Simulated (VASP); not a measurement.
# Ta (Im-3m) in VASP: a series of runs

Ta is run at these levels: PBE+D3(BJ); tasks: single point, relaxation of cell and atoms.

Everything below comes from runs of VASP 6.6.1. Logs are shortened: lines on timing, memory, paths and dates and some standing lists are left out, and cuts for length are marked.

## (1) The cell of the first run

It takes space group Im-3m (No. 229, cubic). Conventional cell: a = 3.285 Å, b = 3.285 Å, c = 3.285 Å, α = 90.00°, β = 90.00°, γ = 90.00°. Ta (site symmetry m-3m) has 14 Ta at 2.84 to 3.28 Å within 3.7 Å.

## (2) Single point, PBE+D3(BJ)

The input, INCAR:

```
ALGO = Normal ; EDIFF = 1E-6
ENCUT = 520 ; GGA = PE
ISIF = 2 ; ISMEAR = 0
IVDW = 12 ; LASPH = T
LCHARG = F ; LREAL = F
LWAVE = F ; NBANDS = 12
NELM = 100 ; PREC = Accurate
SIGMA = 0.1
```

The input, KPOINTS:

```
k-points
0
Gamma
  18 18 18
```

The input, POSCAR:

```
Ta
1.0
   -1.6424121967      1.6424121967      1.6424121967
    1.6424121967     -1.6424121967      1.6424121967
    1.6424121967      1.6424121967     -1.6424121967
Ta
1
Direct
    0.0000000000      0.0000000000      0.0000000000
```

Potentials or basis: VASP PAW PBE potentials, release 64 (Ta_pv).

Command:

```bash
> cat potpaw_PBE.64/Ta_pv/POTCAR > POTCAR
> mpirun -np 1 vasp_std > vasp.out
```

OUTCAR:

```text
EDIFF = 1E-6
   ENCUT = 520
   GGA = PE
   ISIF = 2
   ISMEAR = 0
   IVDW = 12
   LASPH = T
   LREAL = F
   NELM = 100
   PREC = Accurate
 IVDW          = 12

 ion  position               nearest neighbor table
   1  0.000  0.000  0.000-

  LATTYP: Found a body centered cubic cell.
 ALAT       =     3.2848243934

  Lattice vectors:

 A1 = (  -1.6424121967,   1.6424121967,   1.6424121967)
 A2 = (   1.6424121967,  -1.6424121967,   1.6424121967)
 A3 = (   1.6424121967,   1.6424121967,  -1.6424121967)

Analysis of symmetry for initial positions (statically):
=====================================================================
 Subroutine PRICEL returns:
 Original cell was already a primitive cell.

 Routine SETGRP: Setting up the symmetry group for a
 body centered cubic supercell.

 Subroutine GETGRP returns: Found 48 space group operations
 (whereof 48 operations were pure point group operations)
 out of a pool of 48 trial point group operations.

The static configuration has the point symmetry O_h .

Analysis of symmetry for dynamics (positions and initial velocities):
=====================================================================
 Subroutine PRICEL returns:
 Original cell was already a primitive cell.

 Routine SETGRP: Setting up the symmetry group for a
 body centered cubic supercell.

 Subroutine GETGRP returns: Found 48 space group operations
 (whereof 48 operations were pure point group operations)
 out of a pool of 48 trial point group operations.

The dynamic configuration has the point symmetry O_h .

 Subroutine INISYM returns: Found 48 space group operations
 (whereof 48 operations are pure point group operations),
 and found     1 'primitive' translations

----------------------------------------------------------------------------------------

                                     Primitive cell

  volume of cell :      17.7217

  direct lattice vectors                    reciprocal lattice vectors
    -1.642412197  1.642412197  1.642412197     0.000000000  0.304430277  0.304430277
     1.642412197 -1.642412197  1.642412197     0.304430277  0.000000000  0.304430277
     1.642412197  1.642412197 -1.642412197     0.304430277  0.304430277  0.000000000

  length of vectors
     2.844741372  2.844741372  2.844741372     0.430529427  0.430529427  0.430529427

  position of ions in fractional coordinates (direct lattice)
     0.000000000  0.000000000  0.000000000

  ion indices of the primitive-cell ions
   primitive index   ion index
                 1           1

----------------------------------------------------------------------------------------

 KPOINTS: k-points

Automatic generation of k-mesh.
 Grid dimensions read from file:
 generate k-points for:   18   18   18

 Generating k-lattice:

  Cartesian coordinates                     Fractional coordinates (reciprocal lattice)
     0.000000000  0.016912793  0.016912793     0.055555556  0.000000000  0.000000000
     0.016912793  0.000000000  0.016912793     0.000000000  0.055555556  0.000000000
     0.016912793  0.016912793  0.000000000     0.000000000  0.000000000  0.055555556

  Length of vectors
     0.023918301  0.023918301  0.023918301

  Shift w.r.t. Gamma in fractional coordinates (k-lattice)
     0.000000000  0.000000000  0.000000000

 Subroutine IBZKPT returns following result:
 ===========================================

 Found    195 irreducible k-points:

 Following reciprocal coordinates:
            Coordinates               Weight
  0.000000  0.000000  0.000000      1.000000
  0.055556  0.000000  0.000000     12.000000
  0.111111  0.000000  0.000000     12.000000
  0.166667  0.000000  0.000000     12.000000
  0.222222  0.000000  0.000000     12.000000
  0.277778  0.000000  0.000000     12.000000
[... 16 lines left out ...]
  0.333333  0.111111  0.000000     48.000000
  0.388889  0.111111  0.000000     48.000000
 [... further k-points ...]
   k-points           NKPTS =    195   k-points in BZ     NKDIM =    195   number of bands    NBANDS=     12
   number of dos      NEDOS =    301   number of ions     NIONS =      1
   total plane-waves  NPLWV =  13824
   dimension x,y,z NGX =    24 NGY =   24 NGZ =   24
   dimension x,y,z NGXF=    48 NGYF=   48 NGZF=   48
   ions per type =               1
   NGX,Y,Z   is equivalent  to a cutoff of  14.03, 14.03, 14.03 a.u.
   NGXF,Y,Z  is equivalent  to a cutoff of  28.05, 28.05, 28.05 a.u.
 SYSTEM =  unknown system
   PREC   = accura    normal or accurate (medium, high low for compatibility)
   ISTART =      0    job   : 0-new  1-cont  2-samecut
   ICHARG =      2    charge: 1-file 2-atom 10-const
   ISPIN  =      1    spin polarized calculation?
   LNONCOLLINEAR =      F non collinear calculations
   LSORBIT =      F    spin-orbit coupling
   LASPH  =      T    aspherical Exc in radial PAW
   ENCUT  =  520.0 eV  38.22 Ry    6.18 a.u.   5.29  5.29  5.29*2*pi/ulx,y,z
   NELM   =    100;   NELMIN=  2; NELMDL= -5     # of ELM steps
   EDIFF  = 0.1E-05   stopping-criterion for ELM
   LREAL  =      F    real-space projection
   EDIFFG = 0.1E-04   stopping-criterion for IOM
   NSW    =      0    number of steps for IOM
   IBRION =     -1    ionic relax: 0-MD 1-quasi-New 2-CG
   NFREE  =      0    steps in history (QN), initial steepest desc. (CG)
   ISIF   =      2    stress and relaxation
   ISYM   =      2    0-nonsym 1-usesym 2-fastsym
   POTIM  = 0.5000    time-step for ionic-motion
   TEBEG  =    0.0;   TEEND  =   0.0 temperature during run
   PSTRESS=    0.0 pullay stress
   NELECT =      11.0000    total number of electrons
   NUPDOWN=      -1.0000    fix difference up-down
   EMIN   =  10.00;   EMAX   =-10.00  energy-range for DOS
   EFERMI =   0.00;   METHOD = LEGACY
   ISMEAR =     0;   SIGMA  =   0.10  broadening in eV -4-tet -1-fermi 0-gaus
   EFERMI_NEDOS =   21; number of points for ismear=-14 and -15
   IALGO  =     38    algorithm
   IMIX   =      4    mixing-type and parameters
     AMIX     =   0.40;   BMIX     =  1.00
     AMIX_MAG =   1.60;   BMIX_MAG =  1.00
  volume/ion in A,a.u.               =      17.72       119.59
  Fermi-wavevector in a.u.,A,eV,Ry     =   1.396487  2.638978 26.533755  1.950176
  Thomas-Fermi vector in A             =   2.519836
   LORBIT       =      0    0 simple, 1 ext, 2 COOP (PROOUT), +10 PAW based schemes
   GGA     = PE    functional components
   LHFCALC =     F    Hartree Fock is set to
   AEXX    =    0.0000 exact exchange contribution
   IVDW    =    12    specifies the selected vdW correction
   LEPSILON=     F    determine dielectric tensor
   LRPA    =     F    only Hartree local field effects (RPA)
 non-spin polarized calculation
 Gauss-broadening in eV      SIGMA  =   0.10
  energy-cutoff  :      520.00
  volume of cell :       17.72
 maximum number of plane-waves:       490
 NGX is ok and might be reduce to    24
   NGX = 11   NGY = 11   NGZ = 11

 number of electron      11.0000002 magnetization

 Free energy of the ion-electron system (eV)
  ---------------------------------------------------
  ext. energy  EPLUGINS =         0.00000000
  ---------------------------------------------------
  free energy    TOTEN  =       -11.80498685 eV

  energy without entropy =      -11.79899216  energy(sigma->0) =      -11.80198951

 E-fermi :   5.6313     XC(G=0): -12.7008

 val. band max:        5.6264526774   @ k =   0.1111   0.0556   0.0556
 cond. band min:       5.6345105388   @ k =  -0.2778   0.3889   0.1111
 fundamental gap:      0.0080578614
 Fermi energy:         5.6313152543

 k-point     1 :       0.0000    0.0000    0.0000
  band No.  band energies     occupation
      1     -27.3847      2.00000
      2     -27.3847      2.00000
      3     -27.3847      2.00000
      4      -2.3600      2.00000
      5       6.3552      0.00000
      6       6.3552      0.00000
      7       6.3552      0.00000
      8       9.6860      0.00000
      9       9.6860      0.00000
     10      20.3772      0.00000
     11      20.7056      0.00000
     12      20.7056      0.00000

 k-point     2 :       0.0556    0.0000    0.0000
  band No.  band energies     occupation
      1     -27.4255      2.00000
      2     -27.3972      2.00000
      3     -27.3849      2.00000
      4      -2.2187      2.00000
      5       6.2623      0.00000
      6       6.3291      0.00000
      7       6.4934      0.00000
      8       9.5318      0.00000
      9       9.6857      0.00000
     10      20.3779      0.00000
     11      20.8351      0.00000
     12      20.9529      0.00000

 k-point     3 :       0.1111    0.0000    0.0000
  band No.  band energies     occupation
      1     -27.5418      2.00000
      2     -27.4329      2.00000
      3     -27.3856      2.00000
      4      -1.8096      2.00000
      5       6.0067      0.00000
      6       6.2187      0.00000
      7       6.9039      0.00000
      8       9.2105      0.00000
      9       9.6930      0.00000
     10      20.3768      0.00000
     11      21.1623      0.00000
     12      21.6700      0.00000

 k-point     4 :       0.1667    0.0000    0.0000
  band No.  band energies     occupation
      1     -27.7159      2.00000
      2     -27.4872      2.00000
      3     -27.3867      2.00000
      4      -1.1804      2.00000
      5       5.6445      0.85244
      6       5.9722      0.00000
      7       7.5739      0.00000
      8       8.9915      0.00000
      9       9.7278      0.00000
     10      20.3763      0.00000
     11      21.4547      0.00000
     12      22.7944      0.00000

 k-point     5 :       0.2222    0.0000    0.0000
  band No.  band energies     occupation
      1     -27.9235      2.00000
      2     -27.5532      2.00000
      3     -27.3880      2.00000
      4      -0.4198      2.00000
      5       5.2396      2.00000
      6       5.6490      0.80218
      7       8.4802      0.00000
      8       9.0085      0.00000
      9       9.8111      0.00000
     10      20.3747      0.00000
     11      21.2737      0.00000
     12      23.1191      0.00000
[... 228 lines left out ...]
      1     -28.1657      2.00000
      2     -27.6347      2.00000
      3     -27.4396      2.00000
      4       0.6849      2.00000
      5       4.8191      2.00000
      6       5.1431      2.00000
      7       8.8207      0.00000
      8      10.1402      0.00000
      9      10.3186      0.00000
     10      20.3481      0.00000
     11      20.5738      0.00000
     12      22.1795      0.00000

 k-point    22 :       0.2778    0.1111    0.0000
  band No.  band energies     occupation
      1     -28.3309      2.00000
      2     -27.7122      2.00000
      3     -27.4433      2.00000
      4       1.2543      2.00000
      5       4.5132      2.00000
      6       5.2433      2.00000
      7       9.1043      0.00000
      8      10.4452      0.00000
      9      11.4008      0.00000
     10      19.3596      0.00000
     11      20.3703      0.00000
     12      20.8641      0.00000

 k-point    23 :       0.3333    0.1111    0.0000
  band No.  band energies     occupation
      1     -28.4620      2.00000
      2     -27.7759      2.00000
      3     -27.4458      2.00000
      4       1.5173      2.00000
      5       4.2916      2.00000
      6       5.7191      0.21419
      7       9.3696      0.00000
      8      10.5742      0.00000
      9      12.6510      0.00000
     10      18.2887      0.00000
     11      19.5293      0.00000
     12      20.3910      0.00000

 k-point    24 :       0.3889    0.1111    0.0000
  band No.  band energies     occupation
      1     -28.5460      2.00000
      2     -27.8175      2.00000
      3     -27.4474      2.00000
      4       1.5742      2.00000
      5       4.1553      2.00000
      6       6.3217      0.00000
      7       9.4408      0.00000
      8      10.7673      0.00000
      9      13.6760      0.00000
     10      17.3564      0.00000
     11      18.7345      0.00000
     12      20.3861      0.00000

 [... further k-points ...]

------------------------ aborting loop because EDIFF is reached ----------------------------------------

 Edisp (eV)   -0.67366

 E8    (eV) :    -0.3528

  FORCE on cell =-STRESS in cart. coord.  units (eV):
  Direction    XX          YY          ZZ          XY          YZ          ZX
  --------------------------------------------------------------------------------------
  -------------------------------------------------------------------------------------
  Total       0.01887     0.01887     0.01887    -0.00000     0.00000    -0.00000
  in kB       1.70630     1.70630     1.70630    -0.00000     0.00000    -0.00000
  external pressure =        1.71 kB  Pullay stress =        0.00 kB

 VOLUME and BASIS-vectors are now :
 -----------------------------------------------------------------------------
  energy-cutoff  :      520.00
  volume of cell :       17.72
      direct lattice vectors                 reciprocal lattice vectors
    -1.642412197  1.642412197  1.642412197     0.000000000  0.304430277  0.304430277
     1.642412197 -1.642412197  1.642412197     0.304430277  0.000000000  0.304430277
     1.642412197  1.642412197 -1.642412197     0.304430277  0.304430277  0.000000000

 POSITION                                       TOTAL-FORCE (eV/Angst)
 -----------------------------------------------------------------------------------
      0.00000      0.00000      0.00000         0.000000      0.000000     -0.000000
 -----------------------------------------------------------------------------------
    total drift:                                0.000000      0.000000      0.000000

  FREE ENERGIE OF THE ION-ELECTRON SYSTEM (eV)
  ---------------------------------------------------
  free  energy   TOTEN  =       -12.4786461700 eV

  energy  without entropy=      -12.4726514767  energy(sigma->0) =      -12.47564882
```

Wall time 33 s (1 thread of AMD EPYC 7R13 (Zen 3), shared host); peak memory 0.15 GiB.

Results:

```
Free energy                : -12.4786 eV
Pressure                   : 0.2 GPa
Dispersion energy per atom : -0.674 eV
```

Caveat: spin-orbit coupling is left out, which moves the levels of the heavy elements; pairwise dispersion overbinds metals, which lowers pressure and volume.

## (3) Relaxation of cell and atoms, PBE+D3(BJ)

This run uses another cell than the first one, of 18.28 Å³/atom, 1.031 times its volume.

The input, INCAR:

```
SYSTEM = Ta
PREC = Accurate
ENCUT = 600
EDIFF = 1E-7
ISMEAR = 0
SIGMA = 0.1
LREAL = .FALSE.
LASPH = .TRUE.
NELM = 80
ALGO = Fast
ISIF = 3
LWAVE = .FALSE.
LCHARG = .FALSE.
GGA = PE
IVDW = 12
IBRION = 2
NSW = 70
EDIFFG = -0.005
```

The input, KPOINTS:

```
Automatic mesh
0
G
  18 18 18
  0 0 0
```

The input, POSCAR:

```
Ta
1.0
   -1.6593948200      1.6593948200      1.6593948200
    1.6593948200     -1.6593948200      1.6593948200
    1.6593948200      1.6593948200     -1.6593948200
Ta
1
Direct
    0.0000000000      0.0000000000      0.0000000000
```

Potentials or basis: VASP PAW PBE potentials, release 64 (Ta_pv).

Command:

```bash
> cat potpaw_PBE.64/Ta_pv/POTCAR > POTCAR
> mpirun -np 1 vasp_std > vasp.out
```

It took 1.7 min on 1 thread of AMD EPYC 7R13 (Zen 3), shared host; peak memory 0.16 GiB.

It converged, with:

```yaml
Free_energy: -12.4790 eV
Relaxed_volume: 17.74 Å³/atom
Relaxed_cell: a = 2.846 Å, b = 2.846 Å, c = 2.846 Å, α = 109.47°, β = 109.47°, γ = 109.47°
Space_group_after_relaxing_to_0.05_Å: Im-3m (No. 229)
Energy_gained_by_relaxing: 10.0 meV/atom
Ionic_steps: 4
Pressure_after_relaxing: 0.0 GPa
Dispersion_energy_per_atom: -0.673 eV
```

The path:
```csv
step,energy change (eV),largest force (eV/Å),pressure (GPa),volume (Å³)
1,0.0000,0.0000,-5.82,18.28
2,0.0448,0.0000,16.07,16.58
3,-0.0100,0.0000,-0.13,17.75
4,-0.0100,0.0000,0.02,17.74
```

Final structure:
```yaml
crystal:
  lattice:
    - [-1.64293, 1.64293, 1.64293]
    - [1.64293, -1.64293, 1.64293]
    - [1.64293, 1.64293, -1.64293]
  atoms:
    - { symbol: Ta, position: [0.00000, 0.00000, 0.00000] }
```

Levels at points of the mesh, in eV from the Fermi level:
| k point | band 3 | band 4 | band 5 | band 6 | band 7 | band 8 |
| --- | --- | --- | --- | --- | --- | --- |
| (0.00, 0.00, 0.00) | -33.02 | -7.99 | 0.72 | 0.72 | 0.72 | 4.05 |
| (0.50, 0.00, 0.00) | -33.03 | -4.46 | -1.60 | 1.65 | 3.94 | 4.99 |
| (0.50, 0.50, 0.50) | -33.88 | -3.91 | -3.91 | 6.95 | 6.95 | 6.95 |

Caveat: spin-orbit coupling is left out, which moves the levels of the heavy elements; pairwise dispersion overbinds metals, which lowers pressure and volume.
